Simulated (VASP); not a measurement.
# Ti2Co (Fd-3m) in VASP: a series of runs, part 2 of 2

VASP 6.6.1.

## (3) Single point, r2SCAN, collinear spin, ferromagnetic start

Contents of POSCAR:

```
Ti2Co
1.0
    0.0000000000      3.3650000000      3.3650000000
    3.3650000000      0.0000000000      3.3650000000
    3.3650000000      3.3650000000      0.0000000000
Ti Co
4 2
Direct
    0.1250000000      0.1250000000      0.1250000000
    0.6250000000      0.1250000000      0.1250000000
    0.1250000000      0.1250000000      0.6250000000
    0.1250000000      0.6250000000      0.1250000000
    0.5000000000      0.5000000000      0.5000000000
    0.7500000000      0.7500000000      0.7500000000
```

Contents of INCAR.step1:

```
PREC     = Accurate       # precision mode
ENCUT    = 520            # plane-wave cutoff, eV
ISMEAR   = 0              # smearing method
SIGMA    = 0.1            # smearing width, eV
LREAL    = F              # projectors in reciprocal space
LASPH    = T              # aspherical terms in the spheres
NELM     = 150            # most SCF steps
ISPIN    = 2              # spin polarisation
MAGMOM   = 0.19 0.19 0.19 0.19 1.58 1.58 # initial moments
LMAXMIX  = 4              # l up to which the mixer works
NBANDS   = 46             # bands
GGA      = PE             # functional
ALGO     = Normal         # electronic algorithm
EDIFF    = 1E-4           # SCF threshold, eV
LWAVE    = T              # write WAVECAR
LCHARG   = F              # write CHGCAR
```

Contents of INCAR.step2:

```
PREC     = Accurate       # precision mode
ENCUT    = 520            # plane-wave cutoff, eV
EDIFF    = 1E-6           # SCF threshold, eV
ISMEAR   = 0              # smearing method
SIGMA    = 0.1            # smearing width, eV
LREAL    = F              # projectors in reciprocal space
LASPH    = T              # aspherical terms in the spheres
NELM     = 150            # most SCF steps
ALGO     = Normal         # electronic algorithm
ISIF     = 2              # what is computed and relaxed
LWAVE    = F              # write WAVECAR
LCHARG   = F              # write CHGCAR
ISPIN    = 2              # spin polarisation
MAGMOM   = 0.19 0.19 0.19 0.19 1.58 1.58 # initial moments
LORBIT   = 11             # projections on sites
LMAXMIX  = 4              # l up to which the mixer works
METAGGA  = R2SCAN         # meta-GGA
LMIXTAU  = T            
NBANDS   = 46             # bands
ISTART   = 1
```

Contents of KPOINTS:

```
regular mesh
0
Gamma
  1 1 1
```

Potentials or basis: VASP PAW PBE potentials, release 64 (Ti_sv, Co).

Launch:

```console
> cat potpaw_PBE.64/Ti_sv/POTCAR potpaw_PBE.64/Co/POTCAR > POTCAR
> cp INCAR.step1 INCAR
> mpirun -np 1 vasp_gam > vasp.out
> cp INCAR.step2 INCAR
> mpirun -np 1 vasp_gam > vasp.out
```

It took 1.8 min on 1 thread of AMD EPYC 9R45 (Zen 5), shared host; peak memory 0.23 GiB.

Results (log left out):

| Quantity | Value |
| --- | --- |
| Free energy | -85.1606 eV |
| Pressure | -15.0 GPa |
| Net moment | 4.11 μB per cell |
| Site moments | Ti +0.61; Co +0.91 μB |
| Valence electrons inside the program's atomic spheres | Ti 10.89; Co 8.17 |

Levels at points of the mesh, in eV from the Fermi level:
Spin up:
```
           k point  band 34  band 35  band 36  band 37  band 38  band 39
(0.00, 0.00, 0.00)    -0.28     0.00     0.00     4.68     4.68     4.68
```
Spin down:
```
           k point  band 29  band 30  band 31  band 32  band 33  band 34
(0.00, 0.00, 0.00)    -0.15    -0.15    -0.15     1.20     1.20     1.42
```

Caveat: the k points lie up to 1.62 Å⁻¹ apart; the PAW data sets were made with another functional, which shifts forces and pressure a little.

## (4) Single point, r2SCAN, collinear spin, ferromagnetic start

POSCAR is that of step 3.

Contents of INCAR.step1:

```
  PREC = Accurate
  ENCUT = 520
  ISMEAR = 0
  SIGMA = 0.1
  LREAL = F
  LASPH = T
  NELM = 150
  ISPIN = 2
  MAGMOM = 0.19 0.19 0.19 0.19 1.58 1.58
  LMAXMIX = 4
  NBANDS = 46
  GGA = PE
  ALGO = Normal
  EDIFF = 1E-4
  LWAVE = T
  LCHARG = F
```

Contents of INCAR.step2:

```
  PREC = Accurate
  ENCUT = 520
  EDIFF = 1E-6
  ISMEAR = 0
  SIGMA = 0.1
  LREAL = F
  LASPH = T
  NELM = 150
  ALGO = Normal
  ISIF = 2
  LWAVE = F
  LCHARG = F
  ISPIN = 2
  MAGMOM = 0.19 0.19 0.19 0.19 1.58 1.58
  LORBIT = 11
  LMAXMIX = 4
  METAGGA = R2SCAN
  LMIXTAU = T
  NBANDS = 46
  ISTART = 1
```

Contents of KPOINTS:

```
regular mesh
0
Gamma
  2 2 2
```

Potentials or basis: VASP PAW PBE potentials, release 64 (Ti_sv, Co).

Launch:

```console
> cat potpaw_PBE.64/Ti_sv/POTCAR potpaw_PBE.64/Co/POTCAR > POTCAR
> cp INCAR.step1 INCAR
> mpirun -np 1 vasp_std > vasp.out
> cp INCAR.step2 INCAR
> mpirun -np 1 vasp_std > vasp.out
```

OUTCAR:

```text
PREC = Accurate
   ENCUT = 520
   EDIFF = 1E-6
   ISMEAR = 0
   LREAL = F
   LASPH = T
   NELM = 150
   ISIF = 2
   ISPIN = 2
   LORBIT = 11
   METAGGA = R2SCAN
   ISTART = 1

 ion  position               nearest neighbor table
   1  0.125  0.125  0.125-   2 2.38   3 2.38   4 2.38   3 2.38   4 2.38   2 2.38   6 2.79   5 2.79
                             6 2.79   5 2.79   6 2.79   5 2.79
   2  0.625  0.125  0.125-   1 2.38   3 2.38   4 2.38   1 2.38   3 2.38   4 2.38   6 2.79   5 2.79
                             5 2.79   6 2.79   5 2.79   6 2.79
   3  0.125  0.125  0.625-   1 2.38   1 2.38   2 2.38   4 2.38   4 2.38   2 2.38   6 2.79   5 2.79
                             6 2.79   5 2.79   6 2.79   5 2.79
   4  0.125  0.625  0.125-   1 2.38   3 2.38   1 2.38   2 2.38   3 2.38   2 2.38   6 2.79   5 2.79
[... 516 lines left out ...]
      0.84125      2.52375      2.52375        -0.000000     -0.000000      0.000000
      2.52375      2.52375      0.84125        -0.000000     -0.000000      0.000000
      2.52375      0.84125      2.52375        -0.000000     -0.000000      0.000000
      3.36500      3.36500      3.36500         0.000000      0.000000      0.000000
      5.04750      5.04750      5.04750        -0.000000     -0.000000     -0.000000
 -----------------------------------------------------------------------------------
    total drift:                                0.000000      0.000000      0.000000

  FREE ENERGIE OF THE ION-ELECTRON SYSTEM (eV)
  ---------------------------------------------------
  free  energy   TOTEN  =       -73.8468233880 eV

  energy  without entropy=      -73.8262447060  energy(sigma->0) =      -73.83653405

 total charge

# of ion       s       p       d       tot
------------------------------------------
    1        2.292   6.166   2.286  10.743
    2        2.292   6.166   2.286  10.743
    3        2.292   6.166   2.286  10.743
    4        2.292   6.166   2.286  10.743
    5        0.470   0.525   7.190   8.185
    6        0.470   0.525   7.190   8.185
--------------------------------------------------
tot         10.106  25.714  23.523  59.343

 magnetization (x)

# of ion       s       p       d       tot
------------------------------------------
    1       -0.000  -0.001   0.003   0.002
    2       -0.000  -0.001   0.003   0.002
    3       -0.000  -0.001   0.003   0.002
    4       -0.000  -0.001   0.003   0.002
    5        0.000  -0.000   0.043   0.043
    6        0.000  -0.000   0.043   0.043
--------------------------------------------------
tot         -0.000  -0.004   0.099   0.094
```

OSZICAR.step1:

```text
N       E                     dE             d eps       ncg     rms          rms(c)
DAV:   1     0.839290063933E+03    0.83929E+03   -0.30632E+04   552   0.190E+03
DAV:   2     0.652693651336E+02   -0.77402E+03   -0.74785E+03   552   0.541E+02
DAV:   3    -0.309183622723E+02   -0.96188E+02   -0.88295E+02   742   0.180E+02
DAV:   4    -0.496829919733E+02   -0.18765E+02   -0.17723E+02   880   0.603E+01
DAV:   5    -0.505274800811E+02   -0.84449E+00   -0.84376E+00   842   0.140E+01    0.426E+01
DAV:   6    -0.127041357480E+03   -0.76514E+02   -0.30458E+02   668   0.194E+02    0.106E+02
DAV:   7    -0.560575302039E+02    0.70984E+02   -0.13030E+02   644   0.708E+01    0.303E+01
DAV:   8    -0.414058766453E+02    0.14652E+02   -0.28087E+01   772   0.419E+01    0.864E+00
DAV:   9    -0.416402379002E+02   -0.23436E+00   -0.42246E+00   764   0.885E+00    0.484E+00
DAV:  10    -0.416743816410E+02   -0.34144E-01   -0.18667E-01   726   0.275E+00    0.354E+00
DAV:  11    -0.417231491276E+02   -0.48767E-01   -0.99676E-02   734   0.226E+00    0.179E+00
DAV:  12    -0.417233531588E+02   -0.20403E-03   -0.21576E-02   842   0.790E-01    0.795E-01
DAV:  13    -0.417223755251E+02    0.97763E-03   -0.14277E-03   746   0.263E-01    0.536E-01
DAV:  14    -0.417224095640E+02   -0.34039E-04   -0.62448E-04   600   0.202E-01
   1 F= -.41722410E+02 E0= -.41699720E+02  d E =-.453792E-01  mag=     0.1559
```

Wall time 2.6 min (1 thread of AMD EPYC 9R45 (Zen 5), shared host); peak memory 0.23 GiB.

What came out:

```
Free energy                                           : -73.8468 eV
Pressure                                              : 19.3 GPa
Net moment                                            : 0.08 μB per cell
Site moments                                          : Ti +0.00; Co +0.04 μB
Valence electrons inside the program's atomic spheres : Ti 10.74; Co 8.19
```

Caveat: the k points lie up to 0.81 Å⁻¹ apart; the PAW data sets were made with another functional, which shifts forces and pressure a little.
